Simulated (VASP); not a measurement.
# Li2S (Immm) in VASP: a series of runs

Runs on Li2S. Level: PBE. Tasks: single point.

Program: VASP 6.6.1. These are calculated values, not measurements. Logs are shortened: lines on timing, memory, paths and dates and some standing lists are left out, and cuts for length are marked.

**1. The cell of the first run**

Symmetry: Immm, No. 71, orthorhombic system. Conventional cell: a = 4.016 Å, b = 4.056 Å, c = 5.708 Å, α = 90.00°, β = 90.00°, γ = 90.00°. Li (site symmetry mm2) has 4 S at 2.46 to 2.48 Å and 6 Li at 2.85 Å within 3.3 Å. Within 3.3 Å of S (site symmetry mmm) lie 8 Li at 2.46 to 2.48 Å.

**2. Single point, PBE (strain -0.0100 x Voigt [0, 0, 0, 0, 1, 0])**

INCAR reads:

```
PREC = Accurate
ENCUT = 750
EDIFF = 1E-6
ISMEAR = 0
SIGMA = 0.05
LREAL = False
LASPH = True
NELM = 120
ALGO = Normal
ISIF = 2
LWAVE = False
LCHARG = True
GGA = PE
LELF = True
LVHAR = True
NBANDS = 13
GGA_COMPAT = False
```

KPOINTS reads:

```
Automatic mesh
0
Gamma
  8 8 8
```

POSCAR reads:

```
Li2S
1.0
   -0.0142700000      2.8540000000      2.8540000000
    2.8397300000      0.0000000000      2.8397300000
    2.8540000000      2.8540000000     -0.0142700000
Li S
2 1
Direct
    0.2500000000      0.2500000000      0.2500000000
    0.7500000000      0.7500000000      0.7500000000
    0.0000000000      0.0000000000      0.0000000000
```

Potentials or basis: VASP PAW PBE potentials, release 64 (Li_sv, S).

On the command line:

```bash
$ cat potpaw_PBE.64/Li_sv/POTCAR potpaw_PBE.64/S/POTCAR > POTCAR
$ mpirun -np 1 vasp_std > vasp.out
```

OUTCAR:

```text
PREC = Accurate
   ENCUT = 750
   EDIFF = 1E-6
   ISMEAR = 0
   LREAL = False
   LASPH = True
   NELM = 120
   ISIF = 2
   GGA = PE

 ion  position               nearest neighbor table
   1  0.250  0.250  0.250-   3 2.46   3 2.46   3 2.48   3 2.48
   2  0.750  0.750  0.750-   3 2.46   3 2.46   3 2.48   3 2.48
   3  0.000  0.000  0.000-   2 2.46   1 2.46   2 2.46   1 2.46   2 2.48   1 2.48   2 2.48   1 2.48

  LATTYP: Found a body centered orthorhombic cell.
 ALAT       =     4.0159846795
 B/A-ratio  =     1.0100502513
 C/A-ratio  =     1.4213201632

  Lattice vectors:

 A1 = (   2.8540000000,  -2.8540000000,  -0.0142700000)
 A2 = (  -2.8540000000,  -2.8540000000,   0.0142700000)
 A3 = (   0.0142700000,   2.8540000000,  -2.8540000000)

Analysis of symmetry for initial positions (statically):
=====================================================================
 Subroutine PRICEL returns:
 Original cell was already a primitive cell.

 Routine SETGRP: Setting up the symmetry group for a
 body centered orthorhombic supercell.

 Subroutine GETGRP returns: Found  8 space group operations
 (whereof  8 operations were pure point group operations)
 out of a pool of  8 trial point group operations.

The static configuration has the point symmetry D_2h.

Analysis of symmetry for dynamics (positions and initial velocities):
=====================================================================
 Subroutine PRICEL returns:
 Original cell was already a primitive cell.

 Routine SETGRP: Setting up the symmetry group for a
 body centered orthorhombic supercell.

 Subroutine GETGRP returns: Found  8 space group operations
 (whereof  8 operations were pure point group operations)
 out of a pool of  8 trial point group operations.

The dynamic configuration has the point symmetry D_2h.

 Subroutine INISYM returns: Found  8 space group operations
 (whereof  8 operations are pure point group operations),
 and found     1 'primitive' translations

----------------------------------------------------------------------------------------

                                     Primitive cell

  volume of cell :      46.4923

  direct lattice vectors                    reciprocal lattice vectors
    -0.014270000  2.854000000  2.854000000    -0.174321106  0.175192712  0.174321106
     2.839730000  0.000000000  2.839730000     0.176073077 -0.175192712  0.176073077
     2.854000000  2.854000000 -0.014270000     0.174321106  0.175192712 -0.174321106

  length of vectors
     4.036190733  4.015984679  4.036190733     0.302437072  0.304460085  0.302437072

  position of ions in fractional coordinates (direct lattice)
     0.250000000  0.250000000  0.250000000
     0.750000000  0.750000000  0.750000000
     0.000000000  0.000000000  0.000000000

  ion indices of the primitive-cell ions
   primitive index   ion index
                 1           1
                 2           2
                 3           3

----------------------------------------------------------------------------------------

 KPOINTS: Automatic mesh

Automatic generation of k-mesh.
 Grid dimensions read from file:
 generate k-points for:    8    8    8

 Generating k-lattice:

  Cartesian coordinates                     Fractional coordinates (reciprocal lattice)
    -0.021790138  0.021899089  0.021790138     0.125000000  0.000000000 -0.000000000
     0.022009135 -0.021899089  0.022009135     0.000000000  0.125000000 -0.000000000
     0.021790138  0.021899089 -0.021790138    -0.000000000  0.000000000  0.125000000

  Length of vectors
     0.037804634  0.038057511  0.037804634

  Shift w.r.t. Gamma in fractional coordinates (k-lattice)
     0.000000000  0.000000000  0.000000000

 Subroutine IBZKPT returns following result:
 ===========================================

 Found     95 irreducible k-points:

 Following reciprocal coordinates:
            Coordinates               Weight
  0.000000  0.000000  0.000000      1.000000
  0.125000  0.000000 -0.000000      4.000000
  0.250000  0.000000 -0.000000      4.000000
  0.375000  0.000000  0.000000      4.000000
  0.500000  0.000000 -0.000000      2.000000
  0.000000  0.125000  0.000000      4.000000
[... 16 lines left out ...]
  0.125000  0.375000  0.000000      8.000000
  0.250000  0.375000 -0.000000      8.000000
 [... further k-points ...]
   k-points           NKPTS =     95   k-points in BZ     NKDIM =     95   number of bands    NBANDS=     13
   number of dos      NEDOS =    301   number of ions     NIONS =      3
   total plane-waves  NPLWV =  46656
   dimension x,y,z NGX =    36 NGY =   36 NGZ =   36
   dimension x,y,z NGXF=    72 NGYF=   72 NGZF=   72
   ions per type =               2   1
   NGX,Y,Z   is equivalent  to a cutoff of  14.83, 14.90, 14.83 a.u.
   NGXF,Y,Z  is equivalent  to a cutoff of  29.66, 29.81, 29.66 a.u.
 SYSTEM =  unknown system
   PREC   = accura    normal or accurate (medium, high low for compatibility)
   ISTART =      0    job   : 0-new  1-cont  2-samecut
   ICHARG =      2    charge: 1-file 2-atom 10-const
   ISPIN  =      1    spin polarized calculation?
   LNONCOLLINEAR =      F non collinear calculations
   LSORBIT =      F    spin-orbit coupling
   LASPH  =      T    aspherical Exc in radial PAW
   ENCUT  =  750.0 eV  55.12 Ry    7.42 a.u.   9.01  8.97  9.01*2*pi/ulx,y,z
   NELM   =    120;   NELMIN=  2; NELMDL= -5     # of ELM steps
   EDIFF  = 0.1E-05   stopping-criterion for ELM
   LREAL  =      F    real-space projection
[... 7 lines left out ...]
   TEBEG  =    0.0;   TEEND  =   0.0 temperature during run
   PSTRESS=    0.0 pullay stress
   NELECT =      12.0000    total number of electrons
   NUPDOWN=      -1.0000    fix difference up-down
   EMIN   =  10.00;   EMAX   =-10.00  energy-range for DOS
   EFERMI =   0.00;   METHOD = LEGACY
   ISMEAR =     0;   SIGMA  =   0.05  broadening in eV -4-tet -1-fermi 0-gaus
   EFERMI_NEDOS =   21; number of points for ismear=-14 and -15
   IALGO  =     38    algorithm
   IMIX   =      4    mixing-type and parameters
     AMIX     =   0.40;   BMIX     =  1.00
     AMIX_MAG =   1.60;   BMIX_MAG =  1.00
  volume/ion in A,a.u.               =      15.50       104.58
  Fermi-wavevector in a.u.,A,eV,Ry     =   1.042337  1.969732 14.782278  1.086467
  Thomas-Fermi vector in A             =   2.176998
   LORBIT       =      0    0 simple, 1 ext, 2 COOP (PROOUT), +10 PAW based schemes
   GGA     = PE    functional components
   LHFCALC =     F    Hartree Fock is set to
   AEXX    =    0.0000 exact exchange contribution
   IVDW    =     0    specifies the selected vdW correction
   LEPSILON=     F    determine dielectric tensor
   LRPA    =     F    only Hartree local field effects (RPA)
 non-spin polarized calculation
 Gauss-broadening in eV      SIGMA  =   0.05
  energy-cutoff  :      750.00
  volume of cell :       46.49
 maximum number of plane-waves:      2188
   NGX = 17   NGY = 17   NGZ = 17

 number of electron      11.9999999 magnetization

 Free energy of the ion-electron system (eV)
  ---------------------------------------------------
  ext. energy  EPLUGINS =         0.00000000
  ---------------------------------------------------
  free energy    TOTEN  =       -11.99451718 eV

  energy without entropy =      -11.99451718  energy(sigma->0) =      -11.99451718

 E-fermi :   1.7900     XC(G=0):  -8.4879

 val. band max:        1.4436806504   @ k =   0.0000   0.0000   0.0000
 cond. band min:       4.8237917319   @ k =   0.5000   0.0000   0.5000
 fundamental gap:      3.3801110815
 Fermi energy:         1.7900283636

 k-point     1 :       0.0000    0.0000    0.0000
  band No.  band energies     occupation
      1     -42.7503      2.00000
      2     -42.7086      2.00000
      3      -9.5802      2.00000
      4       1.4182      2.00000
      5       1.4305      2.00000
      6       1.4437      2.00000
      7       5.6716      0.00000
      8       7.6034      0.00000
      9       7.6612      0.00000
     10       7.7145      0.00000
     11      12.5969      0.00000
     12      12.5979      0.00000
     13      13.8226      0.00000

 k-point     2 :       0.1250    0.0000   -0.0000
  band No.  band energies     occupation
      1     -42.7486      2.00000
      2     -42.7101      2.00000
      3      -9.5248      2.00000
      4       0.8296      2.00000
      5       1.3424      2.00000
      6       1.3572      2.00000
      7       6.1132      0.00000
      8       7.8709      0.00000
      9       7.9443      0.00000
     10       7.9656      0.00000
     11      11.6375      0.00000
     12      11.6629      0.00000
     13      13.9653      0.00000

 k-point     3 :       0.2500    0.0000   -0.0000
  band No.  band energies     occupation
      1     -42.7438      2.00000
      2     -42.7143      2.00000
      3      -9.3826      2.00000
      4      -0.2514      2.00000
      5       1.1599      2.00000
      6       1.1692      2.00000
      7       6.7919      0.00000
      8       8.1988      0.00000
      9       8.2600      0.00000
     10       8.8002      0.00000
     11      11.2560      0.00000
     12      11.3143      0.00000
     13      14.3899      0.00000

 k-point     4 :       0.3750    0.0000    0.0000
  band No.  band energies     occupation
      1     -42.7368      2.00000
      2     -42.7208      2.00000
      3      -9.2264      2.00000
      4      -1.1078      2.00000
      5       1.0002      2.00000
      6       1.0045      2.00000
      7       7.3088      0.00000
      8       8.1123      0.00000
      9       8.1637      0.00000
     10       9.5399      0.00000
     11      12.2912      0.00000
     12      12.3805      0.00000
     13      14.9378      0.00000

 k-point     5 :       0.5000    0.0000   -0.0000
  band No.  band energies     occupation
      1     -42.7287      2.00000
      2     -42.7286      2.00000
      3      -9.1569      2.00000
      4      -1.4271      2.00000
      5       0.9395      2.00000
      6       0.9418      2.00000
      7       7.5183      0.00000
      8       8.0015      0.00000
      9       8.0513      0.00000
     10       9.8114      0.00000
     11      14.1242      0.00000
     12      14.2487      0.00000
     13      14.3838      0.00000
[... 257 lines left out ...]
 k-point    22 :       0.0000    0.3750    0.0000
  band No.  band energies     occupation
      1     -42.7367      2.00000
      2     -42.7208      2.00000
      3      -9.2167      2.00000
      4      -1.1034      2.00000
      5       0.9767      2.00000
      6       0.9799      2.00000
      7       7.2830      0.00000
      8       8.0757      0.00000
      9       8.1286      0.00000
     10       9.5697      0.00000
     11      12.2829      0.00000
     12      12.3732      0.00000
     13      14.9419      0.00000

 k-point    23 :       0.1250    0.3750    0.0000
  band No.  band energies     occupation
      1     -42.7386      2.00000
      2     -42.7190      2.00000
      3      -9.2323      2.00000
      4      -0.8072      2.00000
      5       0.7618      2.00000
      6       0.8568      2.00000
      7       7.0636      0.00000
      8       8.2677      0.00000
      9       8.6769      0.00000
     10       9.1359      0.00000
     11      11.3796      0.00000
     12      13.2188      0.00000
     13      15.1049      0.00000

 k-point    24 :       0.2500    0.3750   -0.0000
  band No.  band energies     occupation
      1     -42.7388      2.00000
      2     -42.7185      2.00000
      3      -9.1910      2.00000
      4      -0.4804      2.00000
      5       0.4255      2.00000
      6       0.4319      2.00000
      7       6.0590      0.00000
      8       8.4824      0.00000
      9       9.5740      0.00000
     10       9.8420      0.00000
     11      11.6291      0.00000
     12      14.1197      0.00000
     13      16.0104      0.00000

 [... further k-points ...]

------------------------ aborting loop because EDIFF is reached ----------------------------------------

  FORCE on cell =-STRESS in cart. coord.  units (eV):
  Direction    XX          YY          ZZ          XY          YZ          ZX
  --------------------------------------------------------------------------------------
  -------------------------------------------------------------------------------------
  Total       -0.0498208     -0.0502313     -0.0498208      0.0000000      0.0000000      0.1025194
  in kB       -1.7168809     -1.7310263     -1.7168809      0.0000000      0.0000000      3.5329333
  external PRESSURE =      -1.7215960 kB  Pullay stress =       0.0000000 kB

 VOLUME and BASIS-vectors are now :
 -----------------------------------------------------------------------------
  energy-cutoff  :      750.00
  volume of cell :       46.49
      direct lattice vectors                 reciprocal lattice vectors
    -0.014270000  2.854000000  2.854000000    -0.174321106  0.175192712  0.174321106
     2.839730000  0.000000000  2.839730000     0.176073077 -0.175192712  0.176073077
     2.854000000  2.854000000 -0.014270000     0.174321106  0.175192712 -0.174321106

 POSITION                                       TOTAL-FORCE (eV/Angst)
 -----------------------------------------------------------------------------------
      1.41987      1.42700      1.41987         0.000000      0.010426      0.000000
      4.25960      4.28100      4.25960        -0.000000     -0.010426     -0.000000
      0.00000      0.00000      0.00000        -0.000000      0.000000     -0.000000
 -----------------------------------------------------------------------------------
    total drift:                                0.000000      0.000000      0.000000

  FREE ENERGIE OF THE ION-ELECTRON SYSTEM (eV)
  ---------------------------------------------------
  free  energy   TOTEN  =       -11.9945171798 eV

  energy  without entropy=      -11.9945171798  energy(sigma->0) =      -11.99451718
```

Run time: 39 s. Hardware: 1 thread of Intel Xeon 6975P-C (Granite Rapids), shared host; peak memory 0.24 GiB.

What came out:

- Free energy: -11.9945 eV
- Pressure: -0.2 GPa
- Largest force: 0.010 eV/Å
- Band gap on the k mesh: 3.38 eV (least direct gap 4.23 eV)

Forces in eV/Å, atoms in the order of the input:
```
Li   0.000  0.010  0.000
Li   0.000 -0.010  0.000
S    0.000  0.000  0.000
```

Caveat: the cell differs from its parent crystal (strain -0.0100 x Voigt [0, 0, 0, 0, 1, 0]).

**3. Single point, PBE (strain +0.0050 x Voigt [0, 0, 0, 0, 1, 0])**

INCAR reads:

```
SYSTEM = Li2S
PREC = Accurate ; ENCUT = 750
EDIFF = 1E-6 ; ISMEAR = 0
SIGMA = 0.05 ; LREAL = .False.
LASPH = .True. ; NELM = 120
ALGO = Normal ; ISIF = 2
LWAVE = .False. ; LCHARG = .False.
GGA = PE ; NBANDS = 13
GGA_COMPAT = .False.
```

KPOINTS reads:

```
regular mesh
0
Gamma
  8 8 8
  0 0 0
```

POSCAR reads:

```
Li2S
1.0
    0.0071350000      2.8540000000      2.8540000000
    2.8611350000      0.0000000000      2.8611350000
    2.8540000000      2.8540000000      0.0071350000
Li S
2 1
Direct
    0.2500000000      0.2500000000      0.2500000000
    0.7500000000      0.7500000000      0.7500000000
    0.0000000000      0.0000000000      0.0000000000
```

Potentials or basis: VASP PAW PBE potentials, release 64 (Li_sv, S).

On the command line:

```bash
$ cat potpaw_PBE.64/Li_sv/POTCAR potpaw_PBE.64/S/POTCAR > POTCAR
$ mpirun -np 1 vasp_std > vasp.out
```

It took 41 s on 1 thread of Intel Xeon 6975P-C (Granite Rapids), shared host; peak memory 0.24 GiB.

It converged, with:

```
Free energy            : -11.9949 eV
Pressure               : -0.2 GPa
Largest force          : 0.005 eV/Å
Band gap on the k mesh : 3.39 eV (least direct gap 4.24 eV)
```

Forces in eV/Å, atoms in the order of the input:
```
Li   0.000 -0.005  0.000
Li   0.000  0.005  0.000
S    0.000  0.000  0.000
```

Stress tensor (GPa, compression positive):
```
-0.18  0.00 -0.18
 0.00 -0.18  0.00
-0.18  0.00 -0.18
```

Levels at points of the mesh, in eV from the valence-band top:
```
           k point  band 2  band 3  band 4  band 5  band 6  band 7  band 8  band 9  band 10  band 11
(0.00, 0.00, 0.00)  -44.15  -11.02   -0.01   -0.01    0.00    4.24    6.19    6.22     6.25    11.16
(0.50, 0.00, 0.00)  -44.17  -10.59   -2.86   -0.52   -0.52    6.07    6.54    6.57     8.39    12.73
(0.00, 0.50, 0.00)  -44.17  -10.59   -2.86   -0.50   -0.50    6.08    6.57    6.59     8.38    12.72
(0.50, 0.50, 0.00)  -44.16  -10.46   -2.16   -1.41   -1.41    3.39    7.06   11.05    11.05    12.03
(0.50, 0.00, 0.50)  -44.16  -10.46   -2.16   -1.43   -1.40    3.39    7.06   11.03    11.06    12.03
```

Caveat: the cell differs from its parent crystal (strain +0.0050 x Voigt [0, 0, 0, 0, 1, 0]). A k mesh can miss the band edges.

**4. Single point, PBE (strain +0.0175 x Voigt [0, 0, 0, 0, 1, 0])**

INCAR reads:

```
PREC = Accurate ; ENCUT = 750
EDIFF = 1E-6 ; ISMEAR = 0
SIGMA = 0.05 ; LREAL = False
LASPH = True ; NELM = 120
ALGO = Normal ; ISIF = 2
LWAVE = False ; LCHARG = False
GGA = PE ; NBANDS = 13
GGA_COMPAT = False
```

KPOINTS reads:

```
Automatic mesh
0
Gamma
  8 8 8
```

POSCAR reads:

```
Li2S
1.0
    0.0249725000      2.8540000000      2.8540000000
    2.8789725000      0.0000000000      2.8789725000
    2.8540000000      2.8540000000      0.0249725000
Li S
2 1
Direct
    0.2500000000      0.2500000000      0.2500000000
    0.7500000000      0.7500000000      0.7500000000
    0.0000000000      0.0000000000      0.0000000000
```

On the command line:

```bash
$ cat potpaw_PBE.64/Li_sv/POTCAR potpaw_PBE.64/S/POTCAR > POTCAR
$ mpirun -np 1 vasp_std > vasp.out
```

Run time: 39 s. Hardware: 1 thread of Intel Xeon 6975P-C (Granite Rapids), shared host; peak memory 0.24 GiB.

Results (log left out):

```
Free energy            : -11.9935 eV
Pressure               : -0.2 GPa
Largest force          : 0.018 eV/Å
Band gap on the k mesh : 3.37 eV (least direct gap 4.21 eV)
```

Forces in eV/Å, atoms in the order of the input:
```
Li   0.000 -0.018  0.000
Li   0.000  0.018  0.000
S    0.000  0.000  0.000
```

Stress tensor (GPa, compression positive):
```
-0.16  0.00 -0.62
 0.00 -0.16  0.00
-0.62  0.00 -0.16
```

Levels at points of the mesh, in eV from the valence-band top:
```tsv
k point	band 2	band 3	band 4	band 5	band 6	band 7	band 8	band 9	band 10	band 11
(0.00, 0.00, 0.00)	-44.16	-11.03	-0.04	-0.02	0.00	4.21	6.11	6.21	6.30	11.14
(0.50, 0.00, 0.00)	-44.18	-10.59	-2.88	-0.55	-0.55	6.03	6.47	6.56	8.37	12.65
(0.00, 0.50, 0.00)	-44.18	-10.62	-2.88	-0.51	-0.50	6.07	6.55	6.63	8.35	12.62
(0.50, 0.50, 0.00)	-44.17	-10.48	-2.18	-1.43	-1.43	3.37	7.05	11.01	11.03	12.04
(0.50, 0.00, 0.50)	-44.17	-10.48	-2.18	-1.49	-1.37	3.37	7.05	10.98	11.08	12.01
```

Caveat: the cell differs from its parent crystal (strain +0.0175 x Voigt [0, 0, 0, 0, 1, 0]). A k mesh can miss the band edges.

**5. The runs side by side**

| cell | gap on the mesh (eV) | pressure (GPa) | largest force (eV/Å) |
| --- | --- | --- | --- |
| a = 4.036, b = 4.016 Å, angles 60.2, 60.3, 60.2°, 3 atoms | 3.38 | -0.2 | 0.01 |
| a = 4.036, b = 4.046 Å, angles 59.9, 59.8, 59.9°, 3 atoms | 3.39 | -0.2 | 0.01 |
| a = 4.036, b = 4.071 Å, angles 59.7, 59.4, 59.7°, 3 atoms | 3.37 | -0.2 | 0.02 |

Alike in all rows: task single point; level PBE; potentials or basis VASP PAW PBE potentials, release 64 (Li_sv, S); no spin polarisation; k mesh 8 × 8 × 8; cutoff (eV) 750; smearing gaussian 0.05 eV.

Absolute energies hang on the potentials; compare differences alone.
